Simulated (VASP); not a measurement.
# WS2 in VASP: notebook

WS2 is run at these levels: PBEsol+D3(BJ); tasks: single point.

Everything below comes from runs of VASP 6.6.1. Logs are shortened: lines on timing, memory, paths and dates and some standing lists are left out, and cuts for length are marked.

## Step 1: The cell of the first run

The cell holds a slab with vacuum, 3 atoms: a = 3.150 Å, b = 3.150 Å, c = 17.077 Å, α = 90.00°, β = 90.00°, γ = 120.00°.

## Step 2: Single point, PBEsol+D3(BJ)

INCAR reads:

```
SYSTEM = WS2
  PREC = Accurate
  ENCUT = 520
  EDIFF = 1E-6
  ISMEAR = 0
  SIGMA = 0.05
  LREAL = .False.
  LASPH = .True.
  NELM = 100
  ALGO = Normal
  ISIF = 2
  LWAVE = .False.
  LCHARG = .False.
  GGA = PS
  IVDW = 12
  NBANDS = 20
```

KPOINTS reads:

```
regular mesh
0
Gamma
  12 12 2
  0 0 0
```

POSCAR reads:

```
WS2
1.0
    3.1496284570      0.0000000000      0.0000000000
   -1.5748142285      2.7276582562      0.0000000000
    0.0000000000      0.0000000000     17.0768483000
W S
1 2
Direct
    0.3333333333      0.6666666667      0.0000000000
    0.6666666667      0.3333333333      0.9071447969
    0.6666666667      0.3333333333      0.0928552031
```

Potentials or basis: VASP PAW PBE potentials, release 64 (W_sv, S).

On the command line:

```bash
> cat potpaw_PBE.64/W_sv/POTCAR potpaw_PBE.64/S/POTCAR > POTCAR
> mpirun -np 1 vasp_std > vasp.out
```

OUTCAR:

```text
SYSTEM = WS2
   PREC = Accurate
   ENCUT = 520
   EDIFF = 1E-6
   ISMEAR = 0
   LREAL = .False.
   LASPH = .True.
   NELM = 100
   ISIF = 2
   GGA = PS
   IVDW = 12
 IVDW          = 12

 ion  position               nearest neighbor table
   1  0.333  0.667  0.000-   2 2.41   3 2.41   2 2.41   3 2.41   2 2.41   3 2.41
   2  0.667  0.333  0.907-   1 2.41   1 2.41   1 2.41
   3  0.667  0.333  0.093-   1 2.41   1 2.41   1 2.41

  LATTYP: Found a hexagonal cell.
 ALAT       =     3.1496284570
 C/A-ratio  =     5.4218611919

  Lattice vectors:

 A1 = (   3.1496284570,   0.0000000000,   0.0000000000)
 A2 = (  -1.5748142285,   2.7276582562,   0.0000000000)
 A3 = (   0.0000000000,   0.0000000000,  17.0768483000)

Analysis of symmetry for initial positions (statically):
=====================================================================
 Subroutine PRICEL returns:
 Original cell was already a primitive cell.

 Routine SETGRP: Setting up the symmetry group for a
 hexagonal supercell.

 Subroutine GETGRP returns: Found 12 space group operations
 (whereof 12 operations were pure point group operations)
 out of a pool of 24 trial point group operations.

The static configuration has the point symmetry D_3h.

Analysis of symmetry for dynamics (positions and initial velocities):
=====================================================================
 Subroutine PRICEL returns:
 Original cell was already a primitive cell.

 Routine SETGRP: Setting up the symmetry group for a
 hexagonal supercell.

 Subroutine GETGRP returns: Found 12 space group operations
 (whereof 12 operations were pure point group operations)
 out of a pool of 24 trial point group operations.

The dynamic configuration has the point symmetry D_3h.

 Subroutine INISYM returns: Found 12 space group operations
 (whereof 12 operations are pure point group operations),
 and found     1 'primitive' translations

----------------------------------------------------------------------------------------

                                     Primitive cell

  volume of cell :     146.7091

  direct lattice vectors                    reciprocal lattice vectors
     3.149628457  0.000000000  0.000000000     0.317497766  0.183307421  0.000000000
[... 84 lines left out ...]
   LSORBIT =      F    spin-orbit coupling
   LASPH  =      T    aspherical Exc in radial PAW
   ENCUT  =  520.0 eV  38.22 Ry    6.18 a.u.   5.86  5.86 31.75*2*pi/ulx,y,z
   NELM   =    100;   NELMIN=  2; NELMDL= -5     # of ELM steps
   EDIFF  = 0.1E-05   stopping-criterion for ELM
   LREAL  =      F    real-space projection
   EDIFFG = 0.1E-04   stopping-criterion for IOM
   NSW    =      0    number of steps for IOM
   IBRION =     -1    ionic relax: 0-MD 1-quasi-New 2-CG
   NFREE  =      0    steps in history (QN), initial steepest desc. (CG)
   ISIF   =      2    stress and relaxation
   ISYM   =      2    0-nonsym 1-usesym 2-fastsym
   POTIM  = 0.5000    time-step for ionic-motion
   TEBEG  =    0.0;   TEEND  =   0.0 temperature during run
   PSTRESS=    0.0 pullay stress
   NELECT =      26.0000    total number of electrons
   NUPDOWN=      -1.0000    fix difference up-down
   EMIN   =  10.00;   EMAX   =-10.00  energy-range for DOS
   EFERMI =   0.00;   METHOD = LEGACY
   ISMEAR =     0;   SIGMA  =   0.05  broadening in eV -4-tet -1-fermi 0-gaus
   EFERMI_NEDOS =   21; number of points for ismear=-14 and -15
   IALGO  =     38    algorithm
   IMIX   =      4    mixing-type and parameters
     AMIX     =   0.40;   BMIX     =  1.00
     AMIX_MAG =   1.60;   BMIX_MAG =  1.00
  volume/ion in A,a.u.               =      48.90       330.01
  Fermi-wavevector in a.u.,A,eV,Ry     =   0.919560  1.737717 11.504969  0.845591
  Thomas-Fermi vector in A             =   2.044768
   LORBIT       =      0    0 simple, 1 ext, 2 COOP (PROOUT), +10 PAW based schemes
   GGA     = PS    functional components
   LHFCALC =     F    Hartree Fock is set to
   AEXX    =    0.0000 exact exchange contribution
   IVDW    =    12    specifies the selected vdW correction
   LEPSILON=     F    determine dielectric tensor
   LRPA    =     F    only Hartree local field effects (RPA)
 non-spin polarized calculation
 Gauss-broadening in eV      SIGMA  =   0.05
  energy-cutoff  :      520.00
  volume of cell :      146.71
 maximum number of plane-waves:      3988
 NGX is ok and might be reduce to    24

 number of electron      25.9999995 magnetization

 Free energy of the ion-electron system (eV)
  ---------------------------------------------------
  ext. energy  EPLUGINS =         0.00000000
  ---------------------------------------------------
  free energy    TOTEN  =       -25.24160392 eV

  energy without entropy =      -25.24160392  energy(sigma->0) =      -25.24160392

 E-fermi :  -0.7568     XC(G=0):  -4.5822

 val. band max:       -1.1649814084   @ k =   0.3333   0.3333   0.0000
 cond. band min:       0.7813702123   @ k =   0.1667   0.1667   0.0000
 fundamental gap:      1.9463516207
 Fermi energy:        -0.7568142930

 k-point     1 :       0.0000    0.0000    0.0000
  band No.  band energies     occupation
      1     -75.1133      2.00000
      2     -39.3785      2.00000
      3     -39.1838      2.00000
      4     -39.1838      2.00000
      5     -15.9810      2.00000
      6     -14.3672      2.00000
[... 541 lines left out ...]
     19       6.0395      0.00000
     20       6.2563      0.00000

 [... further k-points ...]

------------------------ aborting loop because EDIFF is reached ----------------------------------------

 Edisp (eV)   -0.74537

 E8    (eV) :    -0.5011

  FORCE on cell =-STRESS in cart. coord.  units (eV):
  Direction    XX          YY          ZZ          XY          YZ          ZX
  --------------------------------------------------------------------------------------
  -------------------------------------------------------------------------------------
  Total      -1.30487    -1.30487    -1.41441    -0.00000     0.00000     0.00000
  in kB     -14.25019   -14.25019   -15.44641    -0.00000     0.00000     0.00000
  external pressure =      -14.65 kB  Pullay stress =        0.00 kB

 VOLUME and BASIS-vectors are now :
 -----------------------------------------------------------------------------
  energy-cutoff  :      520.00
  volume of cell :      146.71
      direct lattice vectors                 reciprocal lattice vectors
     3.149628457  0.000000000  0.000000000     0.317497766  0.183307421  0.000000000
    -1.574814228  2.727658256  0.000000000     0.000000000  0.366614842  0.000000000
     0.000000000  0.000000000 17.076848300     0.000000000  0.000000000  0.058558815

 POSITION                                       TOTAL-FORCE (eV/Angst)
 -----------------------------------------------------------------------------------
     -0.00000      1.81844      0.00000        -0.000000     -0.000000      0.000000
      1.57481      0.90922     15.49117         0.000000      0.000000      0.432647
      1.57481      0.90922      1.58567         0.000000     -0.000000     -0.432647
 -----------------------------------------------------------------------------------
    total drift:                               -0.000000      0.000000      0.000000

  FREE ENERGIE OF THE ION-ELECTRON SYSTEM (eV)
  ---------------------------------------------------
  free  energy   TOTEN  =       -25.9869725446 eV

  energy  without entropy=      -25.9869725446  energy(sigma->0) =      -25.98697254
```

Run time: 2.6 min. Hardware: 1 thread of Intel Xeon 6975P-C, shared host; peak memory 0.31 GiB.

What came out:

```
Free energy                : -25.9870 eV
Largest force              : 0.433 eV/Å
Band gap on the k mesh     : 1.95 eV, indirect (least direct gap 1.97 eV)
Dispersion energy per atom : -0.248 eV
```

Forces on the atoms (eV/Å):
```
W    0.000  0.000  0.000
S    0.000  0.000  0.433
S    0.000  0.000 -0.433
```

Caveat: the PAW data sets were made with another functional, which shifts forces and pressure a little; spin-orbit coupling is left out, which moves the levels of the heavy elements.

## Step 3: Single point, PBEsol+D3(BJ)

This run uses another cell than the first one, of 50.14 Å³/atom, 1.025 times its volume.

INCAR reads:

```
SYSTEM = WS2
PREC = Accurate
ENCUT = 520
EDIFF = 1E-6
ISMEAR = 0
SIGMA = 0.05
LREAL = .FALSE.
LASPH = .TRUE.
NELM = 100
ALGO = Normal
ISIF = 2
LWAVE = .FALSE.
LCHARG = .FALSE.
GGA = PS
IVDW = 12
NBANDS = 20
```

KPOINTS reads:

```
regular mesh
0
G
  12 12 2
  0 0 0
```

POSCAR reads:

```
WS2
1.0
    3.1758675515      0.0000000000      0.0000000000
   -1.5879337758      2.7503819787      0.0000000000
    0.0000000000      0.0000000000     17.2191130284
W S
1 2
Direct
    0.3333333333      0.6666666667      0.0000000000
    0.6666666667      0.3333333333      0.9071447969
    0.6666666667      0.3333333333      0.0928552031
```

Potentials or basis: VASP PAW PBE potentials, release 64 (W_sv, S).

On the command line:

```bash
> cat potpaw_PBE.64/W_sv/POTCAR potpaw_PBE.64/S/POTCAR > POTCAR
> mpirun -np 1 vasp_std > vasp.out
```

Run time: 2.2 min. Hardware: 1 thread of Intel Xeon 6975P-C, shared host; peak memory 0.31 GiB.

Results (log left out):

```yaml
Free_energy: -25.9379 eV
Largest_force: 0.854 eV/Å
Band_gap_on_the_k_mesh: 1.90 eV, indirect (least direct gap 1.91 eV)
Dispersion_energy_per_atom: -0.244 eV
```

Forces in eV/Å, atoms in the order of the input:
```
W    0.000  0.000  0.000
S    0.000  0.000  0.854
S    0.000  0.000 -0.854
```

Levels at points of the mesh, in eV from the valence-band top:
```tsv
k point	band 9	band 10	band 11	band 12	band 13	band 14	band 15	band 16	band 17	band 18
(0.00, 0.00, 0.00)	-2.69	-2.22	-1.49	-1.49	-0.20	2.87	2.87	2.96	2.96	4.96
(0.50, 0.00, 0.00)	-4.39	-3.29	-2.23	-1.17	-0.96	2.89	3.26	3.94	4.59	5.05
(0.00, 0.00, 0.50)	-2.69	-2.22	-1.49	-1.49	-0.20	2.87	2.87	2.96	2.96	5.00
(0.50, 0.00, 0.50)	-4.39	-3.29	-2.23	-1.17	-0.96	2.89	3.26	3.94	4.59	5.05
```

Caveat: the PAW data sets were made with another functional, which shifts forces and pressure a little; spin-orbit coupling is left out, which moves the levels of the heavy elements.

## Step 4: Single point, PBEsol+D3(BJ)

This run uses another cell than the first one, of 51.37 Å³/atom, 1.051 times its volume.

INCAR reads:

```
PREC = Accurate
ENCUT = 520
EDIFF = 1E-7
ISMEAR = 0
SIGMA = 0.05
LREAL = False
LASPH = True
NELM = 80
ALGO = Normal
ISIF = 2
LWAVE = False
LCHARG = True
GGA = PS
IVDW = 12
LELF = True
LVHAR = True
NBANDS = 20
```

KPOINTS reads:

```
regular mesh
0
Gamma
  12 12 2
```

POSCAR reads:

```
WS2
1.0
    3.2017942759      0.0000000000      0.0000000000
   -1.6008971380      2.7728351806      0.0000000000
    0.0000000000      0.0000000000     17.3596841292
W S
1 2
Direct
    0.3333333333      0.6666666667      0.0000000000
    0.6666666667      0.3333333333      0.9071447969
    0.6666666667      0.3333333333      0.0928552031
```

On the command line:

```bash
> cat potpaw_PBE.64/W_sv/POTCAR potpaw_PBE.64/S/POTCAR > POTCAR
> mpirun -np 1 vasp_std > vasp.out
```

Run time: 2.7 min. Hardware: 1 thread of Intel Xeon 6975P-C, shared host; peak memory 0.33 GiB.

The run converged. Its results:

```
Free energy                : -25.8595 eV
Largest force              : 1.237 eV/Å
Band gap on the k mesh     : 1.85 eV, direct
Dispersion energy per atom : -0.239 eV
```

Forces in eV/Å, atoms in the order of the input:
```
W    0.000  0.000  0.000
S    0.000  0.000  1.237
S    0.000  0.000 -1.237
```

Levels at points of the mesh, in eV from the valence-band top:
| k point | band 11 | band 12 | band 13 | band 14 | band 15 | band 16 |
| --- | --- | --- | --- | --- | --- | --- |
| (0.00, 0.00, 0.00) | -1.47 | -1.47 | -0.19 | 2.79 | 2.79 | 2.85 |
| (0.50, 0.00, 0.00) | -2.21 | -1.18 | -0.95 | 2.78 | 3.16 | 3.86 |
| (0.00, 0.00, 0.50) | -1.47 | -1.47 | -0.19 | 2.79 | 2.79 | 2.85 |
| (0.50, 0.00, 0.50) | -2.21 | -1.18 | -0.95 | 2.78 | 3.16 | 3.86 |

Caveat: the PAW data sets were made with another functional, which shifts forces and pressure a little; spin-orbit coupling is left out, which moves the levels of the heavy elements.

## Step 5: Single point, PBEsol+D3(BJ)

This run uses another cell than the first one, of 44.22 Å³/atom, 0.904 times its volume.

INCAR reads:

```
ALGO     = Normal         # electronic algorithm
EDIFF    = 1E-6           # SCF threshold, eV
ENCUT    = 520            # plane-wave cutoff, eV
GGA      = PS             # functional
ISIF     = 2              # what is computed and relaxed
ISMEAR   = 0              # smearing method
IVDW     = 12             # dispersion correction
LASPH    = True           # aspherical terms in the spheres
LCHARG   = False          # write CHGCAR
LREAL    = False          # projectors in reciprocal space
LWAVE    = False          # write WAVECAR
NBANDS   = 20             # bands
NELM     = 60             # most SCF steps
PREC     = Accurate       # precision mode
SIGMA    = 0.05           # smearing width, eV
```

KPOINTS reads:

```
k-points
0
Gamma
  12 12 2
```

POSCAR reads:

```
WS2
1.0
    3.0456091893      0.0000000000      0.0000000000
   -1.5228045946      2.6375749279      0.0000000000
    0.0000000000      0.0000000000     16.5128702692
W S
1 2
Direct
    0.3333333333      0.6666666667      0.0000000000
    0.6423365588      0.3333333333      0.9071447969
    0.6909967745      0.3333333333      0.0928552031
```

On the command line:

```bash
> cat potpaw_PBE.64/W_sv/POTCAR potpaw_PBE.64/S/POTCAR > POTCAR
> mpirun -np 1 vasp_std > vasp.out
```

Run time: 4.1 min. Hardware: 1 thread of Intel Xeon 6975P-C, shared host; peak memory 0.4 GiB.

It converged, with:

```yaml
Free_energy: -25.7543 eV
Largest_force: 1.961 eV/Å
Band_gap_on_the_k_mesh: 2.10 eV, indirect (least direct gap 2.24 eV)
Dispersion_energy_per_atom: -0.268 eV
```

Forces in eV/Å, atoms in the order of the input:
```
W    0.000  0.124  0.000
S    0.955 -0.062 -1.711
S   -0.955 -0.062  1.711
```

Levels at points of the mesh, in eV from the valence-band top:
| k point | band 11 | band 12 | band 13 | band 14 | band 15 | band 16 |
| --- | --- | --- | --- | --- | --- | --- |
| (0.00, 0.00, 0.00) | -1.61 | -1.58 | -0.25 | 3.20 | 3.22 | 3.67 |
| (0.50, 0.00, 0.00) | -2.34 | -1.06 | -0.98 | 3.46 | 3.78 | 4.28 |
| (0.00, 0.50, 0.00) | -2.32 | -1.05 | -1.00 | 3.45 | 3.76 | 4.31 |
| (0.00, 0.00, 0.50) | -1.61 | -1.58 | -0.25 | 3.20 | 3.22 | 3.67 |
| (0.50, 0.00, 0.50) | -2.34 | -1.06 | -0.98 | 3.46 | 3.78 | 4.28 |
| (0.00, 0.50, 0.50) | -2.32 | -1.05 | -1.00 | 3.45 | 3.76 | 4.31 |

Caveat: the PAW data sets were made with another functional, which shifts forces and pressure a little; spin-orbit coupling is left out, which moves the levels of the heavy elements.

## Step 6: Single point, PBEsol+D3(BJ)

This run uses another cell than the first one, of 44.22 Å³/atom, 0.904 times its volume.

INCAR reads:

```
PREC = Accurate
ENCUT = 520
EDIFF = 1E-6
ISMEAR = 0
SIGMA = 0.05
LREAL = False
LASPH = True
NELM = 60
ALGO = Normal
ISIF = 2
LWAVE = False
LCHARG = True
GGA = PS
IVDW = 12
LELF = True
LVHAR = True
NBANDS = 20
```

KPOINTS reads:

```
regular mesh
0
Gamma
  12 12 2
```

POSCAR reads:

```
WS2
1.0
    3.0456091893      0.0000000000      0.0000000000
   -1.5228045946      2.6375749279      0.0000000000
    0.0000000000      0.0000000000     16.5128702692
W S
1 2
Direct
    0.3333333333      0.6666666667      0.0000000000
    0.6545016127      0.3333333333      0.9071447969
    0.6788317206      0.3333333333      0.0928552031
```

Potentials or basis: VASP PAW PBE potentials, release 64 (W_sv, S).

On the command line:

```bash
> cat potpaw_PBE.64/W_sv/POTCAR potpaw_PBE.64/S/POTCAR > POTCAR
> mpirun -np 1 vasp_std > vasp.out
```

Wall time 5.3 min (1 thread of Intel Xeon 6975P-C, shared host); peak memory 0.4 GiB.

The run converged. Its results:

```
Free energy                : -25.8074 eV
Largest force              : 1.710 eV/Å
Band gap on the k mesh     : 2.12 eV, indirect (least direct gap 2.25 eV)
Dispersion energy per atom : -0.268 eV
```

Forces in eV/Å, atoms in the order of the input:
```
W    0.000  0.031  0.000
S    0.478 -0.015 -1.642
S   -0.478 -0.015  1.642
```

Levels at points of the mesh, in eV from the valence-band top:
```
           k point  band 11  band 12  band 13  band 14  band 15  band 16
(0.00, 0.00, 0.00)    -1.58    -1.57    -0.26     3.29     3.29     3.62
(0.50, 0.00, 0.00)    -2.31    -1.06    -1.00     3.48     3.80     4.30
(0.00, 0.50, 0.00)    -2.30    -1.06    -1.00     3.47     3.79     4.31
(0.00, 0.00, 0.50)    -1.58    -1.57    -0.26     3.29     3.29     3.62
(0.50, 0.00, 0.50)    -2.31    -1.06    -1.00     3.48     3.80     4.30
(0.00, 0.50, 0.50)    -2.30    -1.06    -1.00     3.47     3.79     4.31
```

Caveat: the PAW data sets were made with another functional, which shifts forces and pressure a little; spin-orbit coupling is left out, which moves the levels of the heavy elements.

## Step 7: Overview

```tsv
cell	gap on the mesh (eV)	largest force (eV/Å)
a = 3.150, b = 3.150, c = 17.077 Å, angles 90.0, 90.0, 120.0°, 3 atoms	1.95	0.43
a = 3.176, b = 3.176, c = 17.219 Å, angles 90.0, 90.0, 120.0°, 3 atoms	1.90	0.85
a = 3.202, b = 3.202, c = 17.360 Å, angles 90.0, 90.0, 120.0°, 3 atoms	1.85	1.24
a = 3.046, b = 3.046, c = 16.513 Å, angles 90.0, 90.0, 120.0°, 3 atoms	2.12	1.71
```

Some of these runs hold the atoms at other places in the same cell, which the table doesn't show; runs alike in all that it shows share one row.

Alike in all rows: task single point; level PBEsol+D3(BJ); potentials or basis VASP PAW PBE potentials, release 64 (W_sv, S); no spin polarisation; k mesh 12 × 12 × 2; cutoff (eV) 520; smearing gaussian 0.05 eV.

Caveats: the PAW data sets were made with another functional, which shifts forces and pressure a little; spin-orbit coupling is left out, which moves the levels of the heavy elements.

Total energies depend on the potentials used, so only differences within one code and one set of settings carry meaning.
